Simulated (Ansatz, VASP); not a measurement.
Two plane-wave programs on MoS

INCAR

```
SYSTEM = MoS
ALGO     = Normal         ! electronic algorithm
EDIFF    = 1E-6           ! SCF threshold, eV
ENCUT    = 520            ! plane-wave cutoff, eV
GGA      = PE             ! functional
ISIF     = 2              ! what is computed and relaxed
ISMEAR   = 0              ! smearing method
LASPH    = .True.         ! aspherical terms in the spheres
LCHARG   = .False.        ! write CHGCAR
LDAU     = .True.         ! DFT+U
LDAUJ    = 0 0          
LDAUL    = 2 -1           ! shell
LDAUPRINT= 1            
LDAUTYPE = 2            
LDAUU    = 4.38 0         ! U, eV
LMAXMIX  = 4              ! l up to which the mixer works
LREAL    = .False.        ! projectors in reciprocal space
LWAVE    = .False.        ! write WAVECAR
NBANDS   = 17             ! bands
NELM     = 150            ! most SCF steps
PREC     = Accurate       ! precision mode
SIGMA    = 0.1            ! smearing width, eV
```

KPOINTS

```
k-points
0
Gamma
  14 14 14
  0 0 0
```

POSCAR

```
MoS
1.0
    2.9614293190      0.0000000000      0.0000000000
    0.0000000000      2.9614293190      0.0000000000
    0.0000000000      0.0000000000      2.9614293190
Mo S
1 1
Direct
    0.0000000000      0.0000000000      0.0000000000
    0.5000000000      0.5000000000      0.5000000000
```

Input for Ansatz:

```yaml
crystal:
  lattice:
    - [2.961429319, 0.0, 0.0]
    - [0.0, 2.961429319, 0.0]
    - [0.0, 0.0, 2.961429319]
  atoms:
    - { symbol: Mo, position: [0.0, 0.0, 0.0] }
    - { symbol: S, position: [0.5, 0.5, 0.5] }
basis:
  ecutwfc: 420
kpoints:
  mp_grid: { grid: [14, 14, 14] }
hamiltonian:
  xc: pbe
  hubbard: { sites: [{ species: Mo, l: d, u_eff: 4.38 }] }
scf:
  occupations: { method: gaussian, width: 0.1 }
output:
  forces: true
  stress: true
  eigenvalues: true
```

Alike in both runs: task single point; functional PBE; k mesh 14 × 14 × 14; occupations gaussian, width 0.1 eV; no spin polarisation; Hubbard terms Mo d U = 4.38 eV.

|  | VASP | Ansatz |
| --- | --- | --- |
| version | VASP 6.6.1 | Ansatz 0.2.0 |
| potentials or method | VASP PAW PBE potentials, release 64 (Mo_sv, S), cutoff 520 eV | scalar-relativistic, plane waves, PAW |
| valence electrons in the cell | 20 | 20 |

```tsv
	VASP	Ansatz	Ansatz less VASP
gap on the k mesh at the Fermi level (eV)	none	none	-
pressure (GPa)	16.0	12.4	-3.69
```

The programs project onto different local orbitals, so the same U acts differently, and such runs can settle in different states. A gap of «none» marks a metal or a gap that the smearing closes. Ansatz's warnings: filled band counts differ across k points.
